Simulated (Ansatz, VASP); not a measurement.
C: VASP beside Ansatz

```
C
1.0
     2.45588    0.00000    0.00000
    -1.22794    2.12686    0.00000
     0.00000    0.00000    7.05227
C
4
Direct
  0.00000 0.00000 0.75000
  0.00000 0.00000 0.25000
  0.33333 0.66667 0.75000
  0.66667 0.33333 0.25000
```

Alike in both runs: task relaxation of cell and atoms; functional r2SCAN; k mesh 21 × 21 × 6; occupations fermi-dirac, width 0.15 eV; no spin polarisation.

|  | VASP | Ansatz |
| --- | --- | --- |
| version | VASP 6.6.1 | Ansatz 0.2.0 |
| potentials or method | VASP PAW PBE potentials, release 64 (C), cutoff 600 eV | scalar-relativistic, plane waves, PAW |
| valence electrons in the cell | 16 | 16 |

```tsv
	VASP	Ansatz	Ansatz less VASP
gap on the k mesh at the Fermi level, each at its own relaxed structure (eV)	none	none	-
relaxed volume (Å³/atom)	9.06	9.21	+0.157
relaxed cell length with the largest relative difference (Å)	6.931	7.056	+0.1250
```

VASP's potentials were made for PBE, not for r2SCAN. A gap of «none» marks a metal or a gap that the smearing closes.
